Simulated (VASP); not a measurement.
# TiTe2 (P-3m1) in VASP: notebook

The runs below take TiTe2 through single point, with PBE.

Everything below comes from runs of VASP 6.6.1. Logs are shortened: lines on timing, memory, paths and dates and some standing lists are left out, and cuts for length are marked.

### Step 1. The cell of the first run

Symmetry: P-3m1, No. 164, trigonal system. The conventional cell has a = 3.777 Å, b = 3.777 Å, c = 6.498 Å, α = 90.00°, β = 90.00°, γ = 120.00°. Ti (site symmetry -3m) has 6 Te at 2.77 Å within 3.7 Å. Within 3.7 Å of Te (site symmetry 3m) lie 3 Ti at 2.77 Å.

### Step 2. Single point, PBE

Input file INCAR:

```
PREC     = Accurate       # precision mode
ENCUT    = 520            # plane-wave cutoff, eV
EDIFF    = 1E-6           # SCF threshold, eV
ISMEAR   = 0              # smearing method
SIGMA    = 0.1            # smearing width, eV
LREAL    = F              # projectors in reciprocal space
LASPH    = T              # aspherical terms in the spheres
NELM     = 80             # most SCF steps
ALGO     = Normal         # electronic algorithm
ISIF     = 2              # what is computed and relaxed
LWAVE    = F              # write WAVECAR
LCHARG   = F              # write CHGCAR
GGA      = PE             # functional
NBANDS   = 19             # bands
```

Input file KPOINTS:

```
regular mesh
0
Gamma
  6 6 4
```

Input file POSCAR:

```
TiTe2
1.0
    3.7770008900      0.0000000000      0.0000000000
   -1.8885004400      3.2709787200      0.0000000000
    0.0000000000      0.0000000000      6.4980001400
Ti Te
1 2
Direct
    0.0000000000      0.0000000000      0.0000000000
    0.6666666700      0.3333333300      0.2628000100
    0.3333333300      0.6666666700      0.7371999900
```

Potentials or basis: VASP PAW PBE potentials, release 64 (Ti_sv, Te).

Started as:

```console
$ cat potpaw_PBE.64/Ti_sv/POTCAR potpaw_PBE.64/Te/POTCAR > POTCAR
$ mpirun -np 1 vasp_std > vasp.out
```

OUTCAR:

```text
PREC = Accurate
   ENCUT = 520
   EDIFF = 1E-6
   ISMEAR = 0
   LREAL = F
   LASPH = T
   NELM = 80
   ISIF = 2
   GGA = PE

 ion  position               nearest neighbor table
   1  0.000  0.000  0.000-   2 2.77   3 2.77   3 2.77   2 2.77   2 2.77   3 2.77
   2  0.667  0.333  0.263-   1 2.77   1 2.77   1 2.77
   3  0.333  0.667  0.737-   1 2.77   1 2.77   1 2.77

  LATTYP: Found a hexagonal cell.
 ALAT       =     3.7770008900
 C/A-ratio  =     1.7204126579

  Lattice vectors:

 A1 = (   3.7770008900,   0.0000000000,   0.0000000000)
 A2 = (  -1.8885004400,   3.2709787200,   0.0000000000)
 A3 = (   0.0000000000,   0.0000000000,   6.4980001400)

Analysis of symmetry for initial positions (statically):
=====================================================================
 Subroutine PRICEL returns:
 Original cell was already a primitive cell.

 Routine SETGRP: Setting up the symmetry group for a
 hexagonal supercell.

 Subroutine GETGRP returns: Found 12 space group operations
 (whereof 12 operations were pure point group operations)
 out of a pool of 24 trial point group operations.

The static configuration has the point symmetry D_3d.

Analysis of symmetry for dynamics (positions and initial velocities):
=====================================================================
 Subroutine PRICEL returns:
 Original cell was already a primitive cell.

 Routine SETGRP: Setting up the symmetry group for a
 hexagonal supercell.

 Subroutine GETGRP returns: Found 12 space group operations
 (whereof 12 operations were pure point group operations)
 out of a pool of 24 trial point group operations.

The dynamic configuration has the point symmetry D_3d.

 Subroutine INISYM returns: Found 12 space group operations
 (whereof 12 operations are pure point group operations),
 and found     1 'primitive' translations

----------------------------------------------------------------------------------------

                                     Primitive cell

  volume of cell :      80.2795

  direct lattice vectors                    reciprocal lattice vectors
     3.777000890  0.000000000  0.000000000     0.264760329  0.152859447  0.000000000
    -1.888500440  3.270978720  0.000000000     0.000000000  0.305718895  0.000000000
[... 81 lines left out ...]
   LNONCOLLINEAR =      F non collinear calculations
   LSORBIT =      F    spin-orbit coupling
   LASPH  =      T    aspherical Exc in radial PAW
   ENCUT  =  520.0 eV  38.22 Ry    6.18 a.u.   7.02  7.02 12.08*2*pi/ulx,y,z
   NELM   =     80;   NELMIN=  2; NELMDL= -5     # of ELM steps
   EDIFF  = 0.1E-05   stopping-criterion for ELM
   LREAL  =      F    real-space projection
   EDIFFG = 0.1E-04   stopping-criterion for IOM
   NSW    =      0    number of steps for IOM
   IBRION =     -1    ionic relax: 0-MD 1-quasi-New 2-CG
   NFREE  =      0    steps in history (QN), initial steepest desc. (CG)
   ISIF   =      2    stress and relaxation
   ISYM   =      2    0-nonsym 1-usesym 2-fastsym
   POTIM  = 0.5000    time-step for ionic-motion
   TEBEG  =    0.0;   TEEND  =   0.0 temperature during run
   PSTRESS=    0.0 pullay stress
   NELECT =      24.0000    total number of electrons
   NUPDOWN=      -1.0000    fix difference up-down
   EMIN   =  10.00;   EMAX   =-10.00  energy-range for DOS
   EFERMI =   0.00;   METHOD = LEGACY
   ISMEAR =     0;   SIGMA  =   0.10  broadening in eV -4-tet -1-fermi 0-gaus
   EFERMI_NEDOS =   21; number of points for ismear=-14 and -15
   IALGO  =     38    algorithm
   IMIX   =      4    mixing-type and parameters
     AMIX     =   0.40;   BMIX     =  1.00
     AMIX_MAG =   1.60;   BMIX_MAG =  1.00
  volume/ion in A,a.u.               =      26.76       180.58
  Fermi-wavevector in a.u.,A,eV,Ry     =   1.094655  2.068597 16.303433  1.198268
  Thomas-Fermi vector in A             =   2.230963
   LORBIT       =      0    0 simple, 1 ext, 2 COOP (PROOUT), +10 PAW based schemes
   GGA     = PE    functional components
   LHFCALC =     F    Hartree Fock is set to
   AEXX    =    0.0000 exact exchange contribution
   IVDW    =     0    specifies the selected vdW correction
   LEPSILON=     F    determine dielectric tensor
   LRPA    =     F    only Hartree local field effects (RPA)
 non-spin polarized calculation
 Gauss-broadening in eV      SIGMA  =   0.10
  energy-cutoff  :      520.00
  volume of cell :       80.28
 maximum number of plane-waves:      2181
   NGX = 13   NGY = 13   NGZ = 25

 number of electron      23.9999998 magnetization

 Free energy of the ion-electron system (eV)
  ---------------------------------------------------
  ext. energy  EPLUGINS =         0.00000000
  ---------------------------------------------------
  free energy    TOTEN  =       -16.20631931 eV

  energy without entropy =      -16.19920505  energy(sigma->0) =      -16.20276218

 E-fermi :   6.8118     XC(G=0):  -9.8609

 val. band max:        6.7827154780   @ k =   0.5000   0.0000   0.2500
 cond. band min:       6.8486812234   @ k =   0.5000   0.0000   0.0000
 fundamental gap:      0.0659657454
 Fermi energy:         6.8118310931

 k-point     1 :       0.0000    0.0000    0.0000
  band No.  band energies     occupation
      1     -50.6421      2.00000
      2     -26.8977      2.00000
      3     -26.8977      2.00000
      4     -26.8664      2.00000
      5      -5.5841      2.00000
      6      -4.0815      2.00000
[... 505 lines left out ...]
      6      -3.5361      2.00000
[... 11 lines left out ...]
     18      12.4835      0.00000
     19      12.4835      0.00000

------------------------ aborting loop because EDIFF is reached ----------------------------------------

  FORCE on cell =-STRESS in cart. coord.  units (eV):
  Direction    XX          YY          ZZ          XY          YZ          ZX
  --------------------------------------------------------------------------------------
  -------------------------------------------------------------------------------------
  Total        0.3075023      0.3075023      0.3934317      0.0000000      0.0000000      0.0000000
  in kB        6.1369756      6.1369756      7.8519126      0.0000000      0.0000000      0.0000000
  external PRESSURE =       6.7086213 kB  Pullay stress =       0.0000000 kB

 VOLUME and BASIS-vectors are now :
 -----------------------------------------------------------------------------
  energy-cutoff  :      520.00
  volume of cell :       80.28
      direct lattice vectors                 reciprocal lattice vectors
     3.777000890  0.000000000  0.000000000     0.264760329  0.152859447  0.000000000
    -1.888500440  3.270978720  0.000000000     0.000000000  0.305718895  0.000000000
     0.000000000  0.000000000  6.498000140     0.000000000  0.000000000  0.153893502

 POSITION                                       TOTAL-FORCE (eV/Angst)
 -----------------------------------------------------------------------------------
      0.00000      0.00000      0.00000         0.000000      0.000000      0.000000
      1.88850      1.09033      1.70767        -0.000000      0.000000     -0.025075
     -0.00000      2.18065      4.79033         0.000000     -0.000000      0.025075
 -----------------------------------------------------------------------------------
    total drift:                                0.000000      0.000000     -0.000000

  FREE ENERGIE OF THE ION-ELECTRON SYSTEM (eV)
  ---------------------------------------------------
  free  energy   TOTEN  =       -16.2063193058 eV

  energy  without entropy=      -16.1992050452  energy(sigma->0) =      -16.20276218
```

stdout:

```text
POSCAR found type information on POSCAR TiTe
 POSCAR found :  2 types and       3 ions
 scaLAPACK will be used
 LDA part: xc-table for (Slater+PW92), standard interpolation
 POSCAR, INCAR and KPOINTS ok, starting setup
 FFT: planning ... GRIDC
 FFT: planning ... GRID_SOFT
 FFT: planning ... GRID
 WAVECAR not read
 entering main loop
```

Wall time 29 s (1 thread of Intel Xeon Platinum 8259CL at 2.50GHz (Skylake/Cascade Lake), shared host); peak memory 0.2 GiB.

Results:

```yaml
Free_energy: -16.2063 eV
Pressure: 0.7 GPa
Largest_force: 0.025 eV/Å
Band_gap_on_the_k_mesh: zero (band 12 reaches 7.23 eV, above the bottom of band 13 at 6.56 eV)
```

Forces on the atoms (eV/Å):
```
Ti   0.000  0.000  0.000
Te   0.000  0.000 -0.025
Te   0.000  0.000  0.025
```

Stress tensor (GPa, compression positive):
```
0.61 0.00 0.00
0.00 0.61 0.00
0.00 0.00 0.79
```

Levels at points of the mesh, in eV from the Fermi level:
| k point | band 10 | band 11 | band 12 | band 13 | band 14 | band 15 |
| --- | --- | --- | --- | --- | --- | --- |
| (0.00, 0.00, 0.00) | 0.37 | 0.42 | 0.42 | 0.58 | 1.08 | 1.08 |
| (0.50, 0.00, 0.00) | -2.39 | -1.74 | -1.13 | 0.04 | 1.17 | 1.50 |
| (0.00, 0.00, 0.50) | -1.59 | 0.41 | 0.41 | 0.76 | 0.76 | 1.04 |
| (0.50, 0.00, 0.50) | -2.01 | -0.97 | -0.60 | -0.25 | 1.17 | 1.48 |

Caveat: spin-orbit coupling is left out, which moves the levels of the heavy elements; this functional lacks dispersion, which binds the layers, so the pressure and a relaxed spacing across them are unreliable.

### Step 3. Single point, PBE

This run uses another cell than the first one, of 28.29 Å³/atom, 1.057 times its volume.

Input file INCAR:

```
SYSTEM = TiTe2
PREC     = Accurate       ! precision mode
ENCUT    = 520            ! plane-wave cutoff, eV
EDIFF    = 1E-7           ! SCF threshold, eV
ISMEAR   = 0              ! smearing method
SIGMA    = 0.1            ! smearing width, eV
LREAL    = .FALSE.        ! projectors in reciprocal space
LASPH    = .TRUE.         ! aspherical terms in the spheres
NELM     = 80             ! most SCF steps
ALGO     = Normal         ! electronic algorithm
ISIF     = 2              ! what is computed and relaxed
LWAVE    = .FALSE.        ! write WAVECAR
LCHARG   = .TRUE.         ! write CHGCAR
GGA      = PE             ! functional
LELF     = .TRUE.         ! ELF
LVHAR    = .TRUE.       
NBANDS   = 19             ! bands
```

Input file KPOINTS:

```
Automatic mesh
0
G
  12 12 8
  0 0 0
```

Input file POSCAR:

```
TiTe2
1.0
    3.7690233819     -0.0000000029      0.0000000000
   -1.8845116884      3.2640699976      0.0000000000
    0.0000000000      0.0000000000      6.8976564415
Ti Te
1 2
Direct
    0.0000000000      0.0000000000      0.0000000000
    0.6666666667      0.3333333333      0.2508710822
    0.3333333333      0.6666666667      0.7491289178
```

Potentials or basis: VASP PAW PBE potentials, release 64 (Ti_sv, Te).

Started as:

```console
$ cat potpaw_PBE.64/Ti_sv/POTCAR potpaw_PBE.64/Te/POTCAR > POTCAR
$ mpirun -np 1 vasp_std > vasp.out
```

Wall time 3.2 min (1 thread of Intel Xeon Platinum 8259CL at 2.50GHz (Skylake/Cascade Lake), shared host); peak memory 0.34 GiB.

The run converged. Its results:

```
Free energy            : -16.2231 eV
Pressure               : 0.0 GPa
Largest force          : 0.010 eV/Å
Band gap on the k mesh : zero (band 12 reaches 6.56 eV, above the bottom of band 13 at 5.90 eV)
```

Forces on the atoms (eV/Å):
```
Ti   0.000  0.000  0.000
Te   0.000  0.000  0.010
Te   0.000  0.000 -0.010
```

Levels at points of the mesh, in eV from the Fermi level:
```csv
k point,band 10,band 11,band 12,band 13,band 14,band 15
"(0.00, 0.00, 0.00)",0.00,0.31,0.40,0.40,1.11,1.11
"(0.50, 0.00, 0.00)",-2.33,-1.74,-0.90,-0.01,1.15,1.48
"(0.00, 0.00, 0.50)",-1.53,0.39,0.39,0.88,0.94,0.94
"(0.50, 0.00, 0.50)",-1.88,-1.23,-0.61,-0.26,1.15,1.47
```

Caveat: spin-orbit coupling is left out, which moves the levels of the heavy elements; this functional lacks dispersion, which binds the layers, so the pressure and a relaxed spacing across them are unreliable.

### Step 4. Single point, PBE, collinear spin, ferromagnetic start

Input file INCAR:

```
ALGO = Normal
EDIFF = 1E-6
ENCUT = 520
GGA = PE
ISIF = 2
ISMEAR = 0
ISPIN = 2
LASPH = T
LCHARG = T
LELF = T
LMAXMIX = 4
LORBIT = 11
LREAL = F
LVHAR = T
LWAVE = F
MAGMOM = 1 0 0
NBANDS = 23
NELM = 150
PREC = Accurate
SIGMA = 0.1
```

Input file KPOINTS:

```
k-points
0
Gamma
  6 6 4
```

Input file POSCAR:

```
TiTe2
1.0
    3.7770008900      0.0000000000      0.0000000000
   -1.8885004400      3.2709787200      0.0000000000
    0.0000000000      0.0000000000      6.4980001400
Ti Te
1 2
Direct
    0.0000000000      0.0000000000      0.0000000000
    0.6666666700      0.3333333300      0.2628000100
    0.3333333300      0.6666666700      0.7371999900
```

Started as:

```console
$ cat potpaw_PBE.64/Ti_sv/POTCAR potpaw_PBE.64/Te/POTCAR > POTCAR
$ mpirun -np 1 vasp_std > vasp.out
```

Wall time 76 s (1 thread of Intel Xeon Platinum 8259CL at 2.50GHz (Skylake/Cascade Lake), shared host); peak memory 0.25 GiB.

It converged, with:

```
Free energy                                           : -16.2063 eV
Pressure                                              : 0.8 GPa
Largest force                                         : 0.027 eV/Å
Band gap on the k mesh                                : zero (filled and empty bands overlap)
Net moment                                            : 0.00 μB per cell
Valence electrons inside the program's atomic spheres : Ti 10.16; Te 3.42
```

Forces on the atoms (eV/Å):
```
Ti   0.000  0.000  0.000
Te   0.000  0.000 -0.027
Te   0.000  0.000  0.027
```

Stress tensor (GPa, compression positive):
```
0.72 0.00 0.00
0.00 0.72 0.00
0.00 0.00 0.91
```

Levels at points of the mesh, in eV from the Fermi level:
Spin up:
```csv
k point,band 10,band 11,band 12,band 13,band 14,band 15
"(0.00, 0.00, 0.00)",0.37,0.42,0.42,0.58,1.08,1.08
"(0.50, 0.00, 0.00)",-2.39,-1.74,-1.13,0.04,1.17,1.50
"(0.00, 0.00, 0.50)",-1.59,0.40,0.40,0.76,0.76,1.04
"(0.50, 0.00, 0.50)",-2.01,-0.97,-0.60,-0.25,1.17,1.48
```
Spin down:
| k point | band 10 | band 11 | band 12 | band 13 | band 14 | band 15 |
| --- | --- | --- | --- | --- | --- | --- |
| (0.00, 0.00, 0.00) | 0.37 | 0.42 | 0.42 | 0.58 | 1.08 | 1.08 |
| (0.50, 0.00, 0.00) | -2.39 | -1.74 | -1.13 | 0.04 | 1.17 | 1.50 |
| (0.00, 0.00, 0.50) | -1.59 | 0.41 | 0.41 | 0.76 | 0.76 | 1.04 |
| (0.50, 0.00, 0.50) | -2.01 | -0.97 | -0.60 | -0.25 | 1.17 | 1.48 |

Caveat: spin-orbit coupling is left out, which moves the levels of the heavy elements; this functional lacks dispersion, which binds the layers, so the pressure and a relaxed spacing across them are unreliable.

### Step 5. Overview

```csv
spin,cell,k mesh,gap on the mesh (eV),pressure (GPa),largest force (eV/Å)
off,"a = 3.777, b = 3.777, c = 6.498 Å, angles 90.0, 90.0, 120.0°, 3 atoms",6 × 6 × 4,none,0.7,0.03
off,"a = 3.769, b = 3.769, c = 6.898 Å, angles 90.0, 90.0, 120.0°, 3 atoms",12 × 12 × 8,none,0.0,0.01
"collinear, ferromagnetic start","a = 3.777, b = 3.777, c = 6.498 Å, angles 90.0, 90.0, 120.0°, 3 atoms",6 × 6 × 4,none,0.8,0.03
```

Alike in all rows: task single point; level PBE; potentials or basis VASP PAW PBE potentials, release 64 (Ti_sv, Te); cutoff (eV) 520; smearing gaussian 0.1 eV.

Caveats: spin-orbit coupling is left out, which moves the levels of the heavy elements; this functional lacks dispersion, which binds the layers, so the pressure and a relaxed spacing across them are unreliable.

Absolute energies hang on the potentials; compare differences alone.
